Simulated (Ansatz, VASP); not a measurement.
## One calculation of AlNi, two programs

```xyz
2
Lattice="2.0224 -2.0222 0.0000 2.0224 2.0222 0.0000 0.0000 0.0000 2.8700" Properties=species:S:1:pos:R:3 pbc="T T T"
Al    0.0000    0.0000    0.0000
Ni    2.0224    0.0000    1.4350
```

Alike in both runs: task single point; functional r2SCAN; k mesh 12 × 12 × 12; occupations gaussian, width 0.15 eV; no spin polarisation.

```csv
,VASP,Ansatz
version,VASP 6.6.1,Ansatz 0.2.0
potentials or method,"VASP PAW PBE potentials, release 64 (Al, Ni), cutoff 520 eV","scalar-relativistic, plane waves, PAW"
valence electrons in the cell,13,21
```

|  | VASP | Ansatz | Ansatz less VASP |
| --- | --- | --- | --- |
| gap on the k mesh at the Fermi level (eV) | none | none | - |
| pressure (GPa) | -0.2 | 0.0 | +0.21 |
| traceless stress, the component that is largest in VASP (GPa) | -0.11 | -0.11 | +0.004 |

VASP's potentials were made for PBE, not for r2SCAN. A gap of «none» marks a metal or a gap that the smearing closes. VASP's potentials hold 13 valence electrons a cell and Ansatz's 21, so a difference there can come from the potentials and not from the codes.
